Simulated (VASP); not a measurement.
## Pd: single point with LDA

Pd:

```
CELL_PARAMETERS angstrom
0.00000 1.94650 1.94650
1.94650 0.00000 1.94650
1.94650 1.94650 0.00000
ATOMIC_POSITIONS crystal
Pd 0.00000 0.00000 0.00000
```

```
Program                : VASP 6.6.1
Task                   : single point
Functional             : LDA
Potentials or basis    : VASP PAW LDA potentials, release 64 (Pd)
Cutoff                 : 520 eV
k mesh                 : 9 × 9 × 9
Occupations            : fermi-dirac, width 0.05 eV
Spin                   : non-collinear spin, zero start, spin-orbit coupling
Starting moments       : [[0.0, 0.0, 0.0]] μB
Dipole correction      : no
Further INCAR settings : ALGO = Normal; EDIFF = 1e-07; NBANDS = 21
```

* Pressure: -8.4 GPa
* Net moment: 0.00 μB per cell
* Valence electrons inside the program's atomic spheres: Pd 9.43

Moments on the atoms (μB; x, y, z):
```
Pd  0.00 0.00 0.00
```

It took 37 s on 1 thread of Intel Xeon 8259CL (shared host), peak memory 0.15 GiB.
